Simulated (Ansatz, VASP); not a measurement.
## SrB2: VASP beside Ansatz

```
B Sr
1.0
     0.00000    4.00768    0.00000
     4.00768    0.00000    0.00000
     2.00384    2.00384   -6.24451
B Sr
4 2
Direct
  0.41400 0.41400 0.17200
  0.16400 0.66400 0.67200
  0.33600 0.83600 0.32800
  0.58600 0.58600 0.82800
  0.00000 0.00000 0.00000
  0.75000 0.25000 0.50000
```

Alike in both runs: task single point; functional r2SCAN; k mesh 9 × 9 × 9; no spin polarisation.

|  | VASP | Ansatz |
| --- | --- | --- |
| version | VASP 6.6.1 | Ansatz 0.2.0 |
| potentials or method | VASP PAW PBE potentials, release 64 (B, Sr_sv), cutoff 520 eV | PAW plane waves |
| occupations | fermi-dirac, width 0.1 eV | fermi-dirac |
| valence electrons in the cell | 32 | 32 |

|  | VASP | Ansatz | Ansatz less VASP |
| --- | --- | --- | --- |
| pressure (GPa) | -9.2 | -9.3 | -0.15 |
| traceless stress, the component that is largest in VASP (GPa) | 3.44 | 3.45 | +0.011 |
| rms of the force components (eV/Å) | 0.522 | 0.520 | -0.0027 |

VASP's potentials were made for PBE, not for r2SCAN. Atom by atom the forces differ by 0.003 eV/Å (rms over components).
